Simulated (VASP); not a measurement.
MgS:

```xyz
2
Lattice="0.0000 2.8331 2.8331 2.8331 0.0000 2.8331 2.8331 2.8331 0.0000" Properties=species:S:1:pos:R:3 pbc="T T T"
Mg    0.0000    0.0000    0.0000
S     4.2497    4.2497    4.2497
```

```yaml
Program: VASP 6.6.1
Task: relaxation of cell and atoms
Functional: LDA
Potentials_or_basis: VASP PAW LDA potentials, release 64 (Mg, S)
Cutoff: 600 eV
k_mesh: 8 × 8 × 8
Occupations: gaussian, width 0.02 eV
Spin: no spin polarisation
```

At the start: pressure -2.5 GPa; volume 22.74 Å³/atom.

**Question.** How do energy, volume and symmetry change on relaxing?

**Answer.** Over 3 steps the energy falls by 7.9 meV/atom and the volume is 21.77 Å³/atom (-4.3 %); space group F-43m (No. 216, to 0.05 Å).

The path:
```
step  energy change (eV)  largest force (eV/Å)  pressure (GPa)  volume (Å³)
   1              0.0000                0.0000           -2.50        45.48
   2             -0.0151                0.0000            0.53        43.18
   3             -0.0157                0.0000            0.00        43.54
```

Final structure:
```
CELL_PARAMETERS angstrom
0.00000 2.79220 2.79220
2.79220 0.00000 2.79220
2.79220 2.79220 0.00000
ATOMIC_POSITIONS crystal
Mg 0.00000 0.00000 0.00000
S 0.75000 0.75000 0.75000
```
